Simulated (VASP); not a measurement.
# B (P6_3/mmc) in VASP: a series of runs

B is run at these levels: revPBE; tasks: single point, relaxation of cell and atoms.

All numbers are computed with VASP 6.6.1; they aren't measurements. Logs are shortened: lines on timing, memory, paths and dates and some standing lists are left out, and cuts for length are marked.

### 1 The cell of the first run

It takes space group P6_3/mmc (No. 194, hexagonal). Conventional cell: a = 1.723 Å, b = 1.723 Å, c = 21.702 Å, α = 90.00°, β = 90.00°, γ = 120.00°. B (site symmetry -3m) has 6 B at 1.72 Å within 2.3 Å. Within 2.3 Å of B (site symmetry -6m2) lie 6 B at 1.72 Å.

### 2 Single point, revPBE

Contents of INCAR:

```
SYSTEM = B
ALGO = Normal
EDIFF = 1E-6
ENCUT = 520
GGA = RE
ISIF = 2
ISMEAR = -1
LASPH = .TRUE.
LCHARG = .FALSE.
LREAL = .FALSE.
LWAVE = .FALSE.
NBANDS = 14
NELM = 80
PREC = Accurate
SIGMA = 0.1
```

Contents of KPOINTS:

```
k-points
0
G
  23 23 2
  0 0 0
```

Contents of POSCAR:

```
B
1.0
    1.7226256347      0.0000000000      0.0000000000
   -0.8613128173      1.4918375609      0.0000000000
    0.0000000000      0.0000000000     21.7015576716
B
4
Direct
    1.0000000000      1.0000000000      0.0000000000
    1.0000000000      1.0000000000      0.5000000000
    0.3333333333      0.6666666667      0.2500000000
    0.6666666667      0.3333333333      0.7500000000
```

Potentials or basis: VASP PAW PBE potentials, release 64 (B).

Command:

```sh
$ cat potpaw_PBE.64/B/POTCAR > POTCAR
$ mpirun -np 1 vasp_std > vasp.out
```

OUTCAR:

```text
SYSTEM = B
   EDIFF = 1E-6
   ENCUT = 520
   GGA = RE
   ISIF = 2
   ISMEAR = -1
   LASPH = .TRUE.
   LREAL = .FALSE.
   NELM = 80
   PREC = Accurate

 ion  position               nearest neighbor table
   1  0.000  0.000  0.000-
   2  0.000  0.000  0.500-
   3  0.333  0.667  0.250-
   4  0.667  0.333  0.750-

  LATTYP: Found a hexagonal cell.
 ALAT       =     1.7226256347
 C/A-ratio  =    12.5979535161

  Lattice vectors:

 A1 = (   1.7226256347,   0.0000000000,   0.0000000000)
 A2 = (  -0.8613128173,   1.4918375609,   0.0000000000)
 A3 = (   0.0000000000,   0.0000000000,  21.7015576716)

Analysis of symmetry for initial positions (statically):
=====================================================================
 Subroutine PRICEL returns:
 Original cell was already a primitive cell.

 Routine SETGRP: Setting up the symmetry group for a
 hexagonal supercell.

 Subroutine GETGRP returns: Found 24 space group operations
 (whereof 12 operations were pure point group operations)
 out of a pool of 24 trial point group operations.

The static configuration has the point symmetry D_3d.
 The point group associated with its full space group is D_6h.

Analysis of symmetry for dynamics (positions and initial velocities):
=====================================================================
 Subroutine PRICEL returns:
 Original cell was already a primitive cell.

 Routine SETGRP: Setting up the symmetry group for a
 hexagonal supercell.

 Subroutine GETGRP returns: Found 24 space group operations
 (whereof 12 operations were pure point group operations)
 out of a pool of 24 trial point group operations.

The dynamic configuration has the point symmetry D_3d.
 The point group associated with its full space group is D_6h.

 Subroutine INISYM returns: Found 24 space group operations
 (whereof 12 operations are pure point group operations),
 and found     1 'primitive' translations

----------------------------------------------------------------------------------------

                                     Primitive cell

  volume of cell :      55.7703

  direct lattice vectors                    reciprocal lattice vectors
     1.722625635  0.000000000  0.000000000     0.580509183  0.335157133  0.000000000
    -0.861312817  1.491837561  0.000000000     0.000000000  0.670314266  0.000000000
     0.000000000  0.000000000 21.701557672     0.000000000  0.000000000  0.046079642

  length of vectors
     1.722625635  1.722625635 21.701557672     0.670314266  0.670314266  0.046079642

  position of ions in fractional coordinates (direct lattice)
     0.000000000  0.000000000  0.000000000
     0.000000000  0.000000000  0.500000000
     0.333333333  0.666666667  0.250000000
     0.666666667  0.333333333  0.750000000

  ion indices of the primitive-cell ions
   primitive index   ion index
                 1           1
                 2           2
                 3           3
                 4           4

----------------------------------------------------------------------------------------

 KPOINTS: k-points

Automatic generation of k-mesh.
 Grid dimensions read from file:
 generate k-points for:   23   23    2

 Generating k-lattice:

  Cartesian coordinates                     Fractional coordinates (reciprocal lattice)
     0.025239530  0.014572049  0.000000000     0.043478261  0.000000000  0.000000000
     0.000000000  0.029144099  0.000000000     0.000000000  0.043478261  0.000000000
     0.000000000  0.000000000  0.023039821     0.000000000  0.000000000  0.500000000

  Length of vectors
     0.029144099  0.029144099  0.023039821

  Shift w.r.t. Gamma in fractional coordinates (k-lattice)
     0.000000000  0.000000000  0.000000000

 Subroutine IBZKPT returns following result:
 ===========================================

 Found    112 irreducible k-points:

 Following reciprocal coordinates:
            Coordinates               Weight
  0.000000  0.000000  0.000000      1.000000
  0.043478  0.000000  0.000000      6.000000
  0.086957  0.000000  0.000000      6.000000
  0.130435  0.000000  0.000000      6.000000
  0.173913  0.000000  0.000000      6.000000
  0.217391 -0.000000  0.000000      6.000000
[... 16 lines left out ...]
  0.478261  0.043478  0.000000      6.000000
  0.086957  0.086957  0.000000      6.000000
 [... further k-points ...]
   k-points           NKPTS =    112   k-points in BZ     NKDIM =    112   number of bands    NBANDS=     14
   number of dos      NEDOS =    301   number of ions     NIONS =      4
   total plane-waves  NPLWV =  31752
   dimension x,y,z NGX =    14 NGY =   14 NGZ =  162
   dimension x,y,z NGXF=    28 NGYF=   28 NGZF=  324
   ions per type =               4
   NGX,Y,Z   is equivalent  to a cutoff of  13.51, 13.51, 12.41 a.u.
   NGXF,Y,Z  is equivalent  to a cutoff of  27.02, 27.02, 24.82 a.u.
 SYSTEM =  B
   PREC   = accura    normal or accurate (medium, high low for compatibility)
   ISTART =      0    job   : 0-new  1-cont  2-samecut
   ICHARG =      2    charge: 1-file 2-atom 10-const
   ISPIN  =      1    spin polarized calculation?
   LNONCOLLINEAR =      F non collinear calculations
   LSORBIT =      F    spin-orbit coupling
   LASPH  =      T    aspherical Exc in radial PAW
   ENCUT  =  520.0 eV  38.22 Ry    6.18 a.u.   3.20  3.20 40.35*2*pi/ulx,y,z
   NELM   =     80;   NELMIN=  2; NELMDL= -5     # of ELM steps
   EDIFF  = 0.1E-05   stopping-criterion for ELM
   LREAL  =      F    real-space projection
   EDIFFG = 0.1E-04   stopping-criterion for IOM
   NSW    =      0    number of steps for IOM
   IBRION =     -1    ionic relax: 0-MD 1-quasi-New 2-CG
   NFREE  =      0    steps in history (QN), initial steepest desc. (CG)
   ISIF   =      2    stress and relaxation
   ISYM   =      2    0-nonsym 1-usesym 2-fastsym
   POTIM  = 0.5000    time-step for ionic-motion
   TEBEG  =    0.0;   TEEND  =   0.0 temperature during run
   PSTRESS=    0.0 pullay stress
   NELECT =      12.0000    total number of electrons
   NUPDOWN=      -1.0000    fix difference up-down
   EMIN   =  10.00;   EMAX   =-10.00  energy-range for DOS
   EFERMI =   0.00;   METHOD = LEGACY
   ISMEAR =    -1;   SIGMA  =   0.10  broadening in eV -4-tet -1-fermi 0-gaus
   EFERMI_NEDOS =   21; number of points for ismear=-14 and -15
   IALGO  =     38    algorithm
   IMIX   =      4    mixing-type and parameters
     AMIX     =   0.40;   BMIX     =  1.00
     AMIX_MAG =   1.60;   BMIX_MAG =  1.00
  volume/ion in A,a.u.               =      13.94        94.09
  Fermi-wavevector in a.u.,A,eV,Ry     =   0.980997  1.853815 13.093623  0.962354
  Thomas-Fermi vector in A             =   2.111969
   LORBIT       =      0    0 simple, 1 ext, 2 COOP (PROOUT), +10 PAW based schemes
   GGA     = RE    functional components
   LHFCALC =     F    Hartree Fock is set to
   AEXX    =    0.0000 exact exchange contribution
   IVDW    =     0    specifies the selected vdW correction
   LEPSILON=     F    determine dielectric tensor
   LRPA    =     F    only Hartree local field effects (RPA)
 non-spin polarized calculation
  energy-cutoff  :      520.00
  volume of cell :       55.77
 maximum number of plane-waves:      1544
 NGX is ok and might be reduce to    14
   NGX =  7   NGY =  7   NGZ = 81

 number of electron      12.0000000 magnetization

 Free energy of the ion-electron system (eV)
  ---------------------------------------------------
  ext. energy  EPLUGINS =         0.00000000
  ---------------------------------------------------
  free energy    TOTEN  =       -23.11756072 eV

  energy without entropy =      -23.08685576  energy(sigma->0) =      -23.10220824

 E-fermi :   2.3687     XC(G=0):  -7.3789

 val. band max:        2.3565512328   @ k =   0.3478  -0.0000   0.5000
 cond. band min:       2.3907625410   @ k =   0.3478  -0.0000   0.0000
 fundamental gap:      0.0342113083
 Fermi energy:         2.3686816301

 k-point     1 :       0.0000    0.0000    0.0000
  band No.  band energies     occupation
      1     -14.6424      2.00000
      2     -14.6393      2.00000
      3     -14.6393      2.00000
      4     -14.6362      2.00000
      5      -5.3214      2.00000
      6      -5.2631      2.00000
      7      -5.2630      2.00000
      8      -5.2028      2.00000
      9       4.3094      0.00000
     10       5.0402      0.00000
     11       5.0402      0.00000
     12       6.5959      0.00000
     13       7.7726      0.00000
     14      10.2832      0.00000

 k-point     2 :       0.0435    0.0000    0.0000
  band No.  band energies     occupation
      1     -14.5566      2.00000
      2     -14.5536      2.00000
      3     -14.5535      2.00000
      4     -14.5505      2.00000
      5      -5.1987      2.00000
      6      -5.1405      2.00000
      7      -5.1404      2.00000
      8      -5.0803      2.00000
      9       4.4277      0.00000
     10       5.1587      0.00000
     11       5.1587      0.00000
     12       6.7213      0.00000
     13       7.8774      0.00000
     14      10.3954      0.00000

 k-point     3 :       0.0870    0.0000    0.0000
  band No.  band energies     occupation
      1     -14.2996      2.00000
      2     -14.2967      2.00000
      3     -14.2967      2.00000
      4     -14.2937      2.00000
      5      -4.8309      2.00000
      6      -4.7730      2.00000
      7      -4.7730      2.00000
      8      -4.7133      2.00000
      9       4.7819      0.00000
     10       5.5136      0.00000
     11       5.5136      0.00000
     12       7.0973      0.00000
     13       8.1895      0.00000
     14      10.7301      0.00000
[... 324 lines left out ...]
 k-point    23 :       0.4783    0.0435    0.0000
  band No.  band energies     occupation
      1      -6.2910      2.00000
      2      -6.2909      2.00000
      3      -6.2908      2.00000
      4      -6.2907      2.00000
      5       3.3217      0.00015
      6       3.3239      0.00014
      7       3.3239      0.00014
      8       3.3261      0.00014
      9       7.9631      0.00000
     10       7.9731      0.00000
     11       7.9731      0.00000
     12       7.9831      0.00000
     13      14.7941      0.00000
     14      14.8712      0.00000

 k-point    24 :       0.0870    0.0870    0.0000
  band No.  band energies     occupation
      1     -13.6169      2.00000
      2     -13.6143      2.00000
      3     -13.6143      2.00000
      4     -13.6116      2.00000
      5      -3.8528      2.00000
      6      -3.7958      2.00000
      7      -3.7958      2.00000
      8      -3.7370      2.00000
      9       5.7208      0.00000
     10       6.4531      0.00000
     11       6.4531      0.00000
     12       8.0981      0.00000
     13       9.0032      0.00000
     14      11.6052      0.00000

 [... further k-points ...]

------------------------ aborting loop because EDIFF is reached ----------------------------------------

  FORCE on cell =-STRESS in cart. coord.  units (eV):
  Direction    XX          YY          ZZ          XY          YZ          ZX
  --------------------------------------------------------------------------------------
  -------------------------------------------------------------------------------------
  Total       -0.6157488     -0.6157488     -0.0044308     -0.0000000     -0.0000000     -0.0000000
  in kB      -17.6893050    -17.6893050     -0.1272886     -0.0000000     -0.0000000     -0.0000000
  external PRESSURE =     -11.8352996 kB  Pullay stress =       0.0000000 kB

 VOLUME and BASIS-vectors are now :
 -----------------------------------------------------------------------------
  energy-cutoff  :      520.00
  volume of cell :       55.77
      direct lattice vectors                 reciprocal lattice vectors
     1.722625635  0.000000000  0.000000000     0.580509183  0.335157133  0.000000000
    -0.861312817  1.491837561  0.000000000     0.000000000  0.670314266  0.000000000
     0.000000000  0.000000000 21.701557672     0.000000000  0.000000000  0.046079642

 POSITION                                       TOTAL-FORCE (eV/Angst)
 -----------------------------------------------------------------------------------
      0.00000      0.00000      0.00000        -0.000000      0.000000     -0.000000
      0.00000      0.00000     10.85078        -0.000000      0.000000     -0.000000
     -0.00000      0.99456      5.42539        -0.000000      0.000000     -0.000000
      0.86131      0.49728     16.27617         0.000000     -0.000000      0.000000
 -----------------------------------------------------------------------------------
    total drift:                               -0.000000     -0.000000      0.000000

  FREE ENERGIE OF THE ION-ELECTRON SYSTEM (eV)
  ---------------------------------------------------
  free  energy   TOTEN  =       -23.1175607166 eV

  energy  without entropy=      -23.0868557589  energy(sigma->0) =      -23.10220824
```

Run time: 2.1 min. Hardware: 1 thread of Intel Xeon 8259CL, shared host; peak memory 0.2 GiB.

What came out:

| Property | Result |
| --- | --- |
| Free energy | -23.1176 eV |
| Pressure | -1.2 GPa |
| Band gap on the k mesh | zero (band 6 reaches 5.62 eV, above the bottom of band 7 at -5.26 eV) |

Caveat: the PAW data sets were made with another functional, which shifts forces and pressure a little; this functional lacks dispersion, which binds the layers, so the pressure and a relaxed spacing across them are unreliable.

### 3 Single point, revPBE (volume scaled by 1.04)

Contents of INCAR:

```
SYSTEM = B
ALGO     = Normal         ! electronic algorithm
EDIFF    = 1E-7           ! SCF threshold, eV
ENCUT    = 520            ! plane-wave cutoff, eV
GGA      = RE             ! functional
ISIF     = 2              ! what is computed and relaxed
ISMEAR   = -1             ! smearing method
LASPH    = .TRUE.         ! aspherical terms in the spheres
LCHARG   = .TRUE.         ! write CHGCAR
LELF     = .TRUE.         ! ELF
LREAL    = .FALSE.        ! projectors in reciprocal space
LVHAR    = .TRUE.       
LWAVE    = .FALSE.        ! write WAVECAR
NBANDS   = 14             ! bands
NELM     = 80             ! most SCF steps
PREC     = Accurate       ! precision mode
SIGMA    = 0.1            ! smearing width, eV
```

KPOINTS is that of step 2.

Contents of POSCAR:

```
B
1.0
    1.7452943611      0.0000000000      0.0000000000
   -0.8726471805      1.5114692538      0.0000000000
    0.0000000000      0.0000000000     21.9871372326
B
4
Direct
    1.0000000000      1.0000000000      0.0000000000
    1.0000000000      1.0000000000      0.5000000000
    0.3333333333      0.6666666667      0.2500000000
    0.6666666667      0.3333333333      0.7500000000
```

Potentials or basis: VASP PAW PBE potentials, release 64 (B).

Command:

```sh
$ cat potpaw_PBE.64/B/POTCAR > POTCAR
$ mpirun -np 1 vasp_std > vasp.out
```

Wall time 2.5 min (1 thread of Intel Xeon 8259CL, shared host); peak memory 0.21 GiB.

It converged, with:

| Item | Value |
| --- | --- |
| Free energy | -23.0713 eV |
| Pressure | -5.4 GPa |
| Band gap on the k mesh | zero (band 6 reaches 5.32 eV, above the bottom of band 7 at -5.24 eV) |

Stress tensor (GPa, compression positive):
```
-8.15  0.00  0.00
 0.00 -8.15  0.00
 0.00  0.00 -0.01
```

Levels at points of the mesh, in eV from the Fermi level:
```
           k point  band 5  band 6  band 7  band 8  band 9  band 10  band 11  band 12
(0.00, 0.00, 0.00)   -7.44   -7.38   -7.38   -7.33    2.03     2.74     2.74     4.25
(0.00, 0.00, 0.50)   -7.42   -7.42   -7.34   -7.34    2.21     2.21     3.55     3.55
```

Caveat: the PAW data sets were made with another functional, which shifts forces and pressure a little; this functional lacks dispersion, which binds the layers, so the pressure and a relaxed spacing across them are unreliable.

[end of part 1 of 2]
